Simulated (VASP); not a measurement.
# Li2GePbS4 in VASP: notebook

Li2GePbS4 is run at these levels: PBE; tasks: single point.

All numbers are computed with VASP 6.6.1; they aren't measurements. Logs are shortened: lines on timing, memory, paths and dates and some standing lists are left out, and cuts for length are marked.

## Step 1: The cell of the first run

The cell holds a disordered packing, 8 atoms: a = 5.760 Å, b = 6.060 Å, c = 5.320 Å, α = 93.05°, β = 94.84°, γ = 77.24°.

## Step 2: Single point, PBE

INCAR

```
PREC     = Accurate       # precision mode
ENCUT    = 650            # plane-wave cutoff, eV
EDIFF    = 1E-6           # SCF threshold, eV
ISMEAR   = -1             # smearing method
SIGMA    = 0.1            # smearing width, eV
LREAL    = False          # projectors in reciprocal space
LASPH    = True           # aspherical terms in the spheres
NELM     = 120            # most SCF steps
ALGO     = Normal         # electronic algorithm
ISIF     = 2              # what is computed and relaxed
LWAVE    = False          # write WAVECAR
LCHARG   = False          # write CHGCAR
GGA      = PE             # functional
NBANDS   = 39             # bands
GGA_COMPAT= False
```

KPOINTS

```
Automatic mesh
0
Gamma
  3 3 3
```

POSCAR

```
Li2GePbS4
1.0
    5.7003140000      0.3596400000     -0.7426660000
    0.9231290000      5.9764090000     -0.3997900000
    0.2368030000      0.0317840000      5.3149610000
Pb Ge S Li
1 1 4 2
Direct
    0.2004194205      0.5951739267      0.7435296841
    0.6977393017      0.7766502581      0.8974781307
    0.1593684043      0.0357611218      0.0272670739
    0.7456667327      0.8523551307      0.4063535720
    0.3368844056      0.1715888366      0.4738177938
    0.0021414474      0.4583122307      0.2064406544
    0.5890054595      0.2065017502      0.1147797064
    0.8700928825      0.2417544281      0.6468492250
```

Potentials or basis: VASP PAW PBE potentials, release 64 (Pb_d, Ge_d, S, Li_sv).

Started as:

```
$ cat potpaw_PBE.64/Pb_d/POTCAR potpaw_PBE.64/Ge_d/POTCAR potpaw_PBE.64/S/POTCAR potpaw_PBE.64/Li_sv/POTCAR > POTCAR
$ mpirun -np 1 vasp_std > vasp.out
```

OUTCAR:

```text
PREC = Accurate
   ENCUT = 650
   EDIFF = 1E-6
   ISMEAR = -1
   LREAL = False
   LASPH = True
   NELM = 120
   ISIF = 2
   GGA = PE

 ion  position               nearest neighbor table
   1  0.200  0.595  0.744-   5 2.86   3 2.97   2 3.03   6 3.03   6 3.13   8 3.16   4 3.20   2 3.31

   2  0.698  0.777  0.897-   4 2.72   4 2.72   7 2.76   6 2.80   1 3.03   1 3.31
   3  0.159  0.036  0.027-   5 2.67   6 2.67   8 2.69   1 2.97
   4  0.746  0.852  0.406-   7 2.66   2 2.72   2 2.72   6 2.73   5 2.73   1 3.20
   5  0.337  0.172  0.474-   7 2.54   6 2.66   3 2.67   4 2.73   1 2.86
   6  0.002  0.458  0.206-   5 2.66   3 2.67   4 2.73   2 2.80   1 3.03   1 3.13
   7  0.589  0.207  0.115-   5 2.54   4 2.66   2 2.76
   8  0.870  0.242  0.647-   3 2.69   1 3.16

  LATTYP: Found a triclinic cell.
 ALAT       =     5.7597285887
 B/A-ratio  =     1.2815780043
 C/A-ratio  =     0.9237116834
 COS(alpha) =     0.0221440010
 COS(beta)  =     0.0843880766
 COS(gamma) =     0.5989810069

  Lattice vectors:

 A1 = (   5.7003140000,   0.3596400000,  -0.7426660000)
 A2 = (   4.7771850000,  -5.6167690000,  -0.3428760000)
 A3 = (  -0.2368030000,  -0.0317840000,  -5.3149610000)

Analysis of symmetry for initial positions (statically):
=====================================================================
 Subroutine PRICEL returns:
 Original cell was already a primitive cell.

 Routine SETGRP: Setting up the symmetry group for a
 triclinic supercell.

 Subroutine GETGRP returns: Found  1 space group operations
 (whereof  1 operations were pure point group operations)
 out of a pool of  2 trial point group operations.

The static configuration has the point symmetry C_1 .

Analysis of symmetry for dynamics (positions and initial velocities):
=====================================================================
 Subroutine PRICEL returns:
 Original cell was already a primitive cell.

 Routine SETGRP: Setting up the symmetry group for a
 triclinic supercell.

 Subroutine GETGRP returns: Found  1 space group operations
 (whereof  1 operations were pure point group operations)
 out of a pool of  2 trial point group operations.

The dynamic configuration has the point symmetry C_1 .

 Subroutine INISYM returns: Found  1 space group operations
 (whereof  1 operations are pure point group operations),
 and found     1 'primitive' translations

----------------------------------------------------------------------------------------

                                     Primitive cell

  volume of cell :     180.3700

  direct lattice vectors                    reciprocal lattice vectors
     5.700314000  0.359640000 -0.742666000     0.176177187 -0.027726699 -0.007683597
     0.923129000  5.976409000 -0.399790000    -0.010728375  0.168946077 -0.000532322
     0.236803000  0.031784000  5.314961000     0.023810468  0.008833795  0.187034455

  length of vectors
     5.759728589  6.060483787  5.320328591     0.178511088  0.169287207  0.188750793

  position of ions in fractional coordinates (direct lattice)
     0.200419420  0.595173927  0.743529684
     0.697739302  0.776650258  0.897478131
     0.159368404  0.035761122  0.027267074
     0.745666733  0.852355131  0.406353572
     0.336884406  0.171588837  0.473817794
     0.002141447  0.458312231  0.206440654
     0.589005460  0.206501750  0.114779706
     0.870092883  0.241754428  0.646849225

  ion indices of the primitive-cell ions
   primitive index   ion index
                 1           1
                 2           2
                 3           3
                 4           4
                 5           5
                 6           6
                 7           7
                 8           8

----------------------------------------------------------------------------------------

 KPOINTS: Automatic mesh

Automatic generation of k-mesh.
 Grid dimensions read from file:
 generate k-points for:    3    3    3

 Generating k-lattice:

  Cartesian coordinates                     Fractional coordinates (reciprocal lattice)
     0.058725729 -0.009242233 -0.002561199     0.333333333  0.000000000  0.000000000
    -0.003576125  0.056315359 -0.000177441    -0.000000000  0.333333333 -0.000000000
     0.007936823  0.002944598  0.062344818    -0.000000000 -0.000000000  0.333333333

  Length of vectors
     0.059503696  0.056429069  0.062916931

  Shift w.r.t. Gamma in fractional coordinates (k-lattice)
     0.000000000  0.000000000  0.000000000

 Subroutine IBZKPT returns following result:
 ===========================================

 Found     14 irreducible k-points:

 Following reciprocal coordinates:
            Coordinates               Weight
  0.000000  0.000000  0.000000      1.000000
  0.333333  0.000000 -0.000000      2.000000
  0.000000  0.333333 -0.000000      2.000000
  0.333333  0.333333 -0.000000      2.000000
 -0.333333  0.333333  0.000000      2.000000
  0.000000 -0.000000  0.333333      2.000000
  0.333333  0.000000  0.333333      2.000000
 -0.333333  0.000000  0.333333      2.000000
  0.000000  0.333333  0.333333      2.000000
  0.333333  0.333333  0.333333      2.000000
 -0.333333  0.333333  0.333333      2.000000
  0.000000 -0.333333  0.333333      2.000000
  0.333333 -0.333333  0.333333      2.000000
 -0.333333 -0.333333  0.333333      2.000000
   k-points           NKPTS =     14   k-points in BZ     NKDIM =     14   number of bands    NBANDS=     39
   number of dos      NEDOS =    301   number of ions     NIONS =      8
   total plane-waves  NPLWV = 115200
   dimension x,y,z NGX =    48 NGY =   50 NGZ =   48
   dimension x,y,z NGXF=    96 NGYF=  100 NGZF=   96
   ions per type =               1   1   4   2
   NGX,Y,Z   is equivalent  to a cutoff of  13.85, 13.72, 15.00 a.u.
   NGXF,Y,Z  is equivalent  to a cutoff of  27.71, 27.43, 30.00 a.u.
 SYSTEM =  unknown system
   PREC   = accura    normal or accurate (medium, high low for compatibility)
   ISTART =      0    job   : 0-new  1-cont  2-samecut
   ICHARG =      2    charge: 1-file 2-atom 10-const
   ISPIN  =      1    spin polarized calculation?
   LNONCOLLINEAR =      F non collinear calculations
   LSORBIT =      F    spin-orbit coupling
   LASPH  =      T    aspherical Exc in radial PAW
   ENCUT  =  650.0 eV  47.77 Ry    6.91 a.u.  11.97 12.60 11.06*2*pi/ulx,y,z
   NELM   =    120;   NELMIN=  2; NELMDL= -5     # of ELM steps
   EDIFF  = 0.1E-05   stopping-criterion for ELM
   LREAL  =      F    real-space projection
   EDIFFG = 0.1E-04   stopping-criterion for IOM
   NSW    =      0    number of steps for IOM
   IBRION =     -1    ionic relax: 0-MD 1-quasi-New 2-CG
   NFREE  =      0    steps in history (QN), initial steepest desc. (CG)
   ISIF   =      2    stress and relaxation
   ISYM   =      2    0-nonsym 1-usesym 2-fastsym
   POTIM  = 0.5000    time-step for ionic-motion
   TEBEG  =    0.0;   TEEND  =   0.0 temperature during run
   PSTRESS=    0.0 pullay stress
   NELECT =      58.0000    total number of electrons
   NUPDOWN=      -1.0000    fix difference up-down
   EMIN   =  10.00;   EMAX   =-10.00  energy-range for DOS
   EFERMI =   0.00;   METHOD = LEGACY
   ISMEAR =    -1;   SIGMA  =   0.10  broadening in eV -4-tet -1-fermi 0-gaus
   EFERMI_NEDOS =   21; number of points for ismear=-14 and -15
   IALGO  =     38    algorithm
   IMIX   =      4    mixing-type and parameters
     AMIX     =   0.40;   BMIX     =  1.00
     AMIX_MAG =   1.60;   BMIX_MAG =  1.00
  volume/ion in A,a.u.               =      22.55       152.15
  Fermi-wavevector in a.u.,A,eV,Ry     =   1.121578  2.119474 17.115265  1.257936
  Thomas-Fermi vector in A             =   2.258232
   LORBIT       =      0    0 simple, 1 ext, 2 COOP (PROOUT), +10 PAW based schemes
   GGA     = PE    functional components
   LHFCALC =     F    Hartree Fock is set to
   AEXX    =    0.0000 exact exchange contribution
   IVDW    =     0    specifies the selected vdW correction
   LEPSILON=     F    determine dielectric tensor
   LRPA    =     F    only Hartree local field effects (RPA)
 non-spin polarized calculation
  energy-cutoff  :      650.00
  volume of cell :      180.37
 maximum number of plane-waves:      6809
   NGX = 23   NGY = 25   NGZ = 23

 number of electron      57.9999993 magnetization

 Free energy of the ion-electron system (eV)
  ---------------------------------------------------
  ext. energy  EPLUGINS =         0.00000000
  ---------------------------------------------------
  free energy    TOTEN  =       -28.65295818 eV

  energy without entropy =      -28.53198686  energy(sigma->0) =      -28.59247252

 E-fermi :   3.8758     XC(G=0):  -8.9501

 val. band max:        3.7666732072   @ k =   0.0000   0.3333   0.3333
 cond. band min:       3.8757896122   @ k =   0.0000   0.3333  -0.0000
 fundamental gap:      0.1091164051
 Fermi energy:         3.8757509867

 k-point     1 :       0.0000    0.0000    0.0000
  band No.  band energies     occupation
      1     -43.0870      2.00000
      2     -42.9078      2.00000
      3     -20.9298      2.00000
      4     -20.9255      2.00000
      5     -20.8956      2.00000
      6     -20.8926      2.00000
[... 31 lines left out ...]
     38       9.0255      0.00000
     39       9.7223      0.00000

 k-point     2 :       0.3333    0.0000   -0.0000
  band No.  band energies     occupation
      1     -43.0870      2.00000
      2     -42.9078      2.00000
      3     -20.9297      2.00000
      4     -20.9255      2.00000
      5     -20.8956      2.00000
      6     -20.8926      2.00000
[... 493 lines left out ...]
     38       8.6592      0.00000
     39       9.6027      0.00000

 k-point    14 :      -0.3333   -0.3333    0.3333
  band No.  band energies     occupation
      1     -43.0870      2.00000
      2     -42.9078      2.00000
      3     -20.9293      2.00000
      4     -20.9255      2.00000
      5     -20.8956      2.00000
      6     -20.8927      2.00000
[... 31 lines left out ...]
     38       9.0784      0.00000
     39       9.4728      0.00000

------------------------ aborting loop because EDIFF is reached ----------------------------------------

  FORCE on cell =-STRESS in cart. coord.  units (eV):
  Direction    XX          YY          ZZ          XY          YZ          ZX
  --------------------------------------------------------------------------------------
  -------------------------------------------------------------------------------------
  Total       -3.9107441     -2.4805008     -2.0217276     -1.0233046     -0.3410931     -0.0593101
  in kB      -34.7380602    -22.0336037    -17.9584484     -9.0897323     -3.0298361     -0.5268348
  external PRESSURE =     -24.9100374 kB  Pullay stress =       0.0000000 kB

 VOLUME and BASIS-vectors are now :
 -----------------------------------------------------------------------------
  energy-cutoff  :      650.00
  volume of cell :      180.37
      direct lattice vectors                 reciprocal lattice vectors
     5.700314000  0.359640000 -0.742666000     0.176177187 -0.027726699 -0.007683597
     0.923129000  5.976409000 -0.399790000    -0.010728375  0.168946077 -0.000532322
     0.236803000  0.031784000  5.314961000     0.023810468  0.008833795  0.187034455

 POSITION                                       TOTAL-FORCE (eV/Angst)
 -----------------------------------------------------------------------------------
      1.86795      3.65271      3.56504         0.455327      0.451912      0.172841
      4.90681      4.92104      3.94138        -0.288596      0.079125      0.300333
      0.94792      0.27190      0.01227        -0.179184     -0.115498     -0.272815
      5.13359      5.37511      1.26521        -0.171574     -0.074027     -0.062024
      2.19095      1.16170      2.19953         0.685608     -0.059496     -0.032856
      0.48417      2.74639      0.91241        -0.670261      0.338380     -0.245437
      3.57532      1.44962      0.09006        -0.060545     -0.105756      0.351867
      5.33615      1.77830      2.69514         0.229225     -0.514640     -0.211910
 -----------------------------------------------------------------------------------
    total drift:                                0.000497     -0.000421      0.000870

  FREE ENERGIE OF THE ION-ELECTRON SYSTEM (eV)
  ---------------------------------------------------
  free  energy   TOTEN  =       -28.6529581820 eV

  energy  without entropy=      -28.5319868631  energy(sigma->0) =      -28.59247252
```

It took 4.1 min on 1 thread of Intel Xeon 8259CL, shared host; peak memory 0.41 GiB.

Results:

* Free energy: -28.6530 eV
* Pressure: -2.5 GPa
* Largest force: 0.790 eV/Å
* Band gap on the k mesh: zero (bands 29 and 30 overlap by 0.28 eV)

Forces on the atoms (eV/Å):
```
Pb   0.455  0.452  0.173
Ge  -0.289  0.079  0.300
S   -0.179 -0.115 -0.273
S   -0.172 -0.074 -0.062
S    0.686 -0.059 -0.033
S   -0.670  0.338 -0.245
Li  -0.061 -0.106  0.352
Li   0.229 -0.515 -0.212
```

Levels at points of the mesh, in eV from the Fermi level:
| k point | band 25 | band 26 | band 27 | band 28 | band 29 | band 30 | band 31 | band 32 | band 33 | band 34 |
| --- | --- | --- | --- | --- | --- | --- | --- | --- | --- | --- |
| (0.00, 0.00, 0.00) | -2.67 | -2.18 | -1.29 | -0.82 | -0.53 | -0.24 | 0.61 | 1.68 | 1.86 | 2.90 |

Caveat: the k points lie up to 0.40 Å⁻¹ apart; spin-orbit coupling is left out, which moves the levels of the heavy elements.

(Part 1 of 2 ends here.)
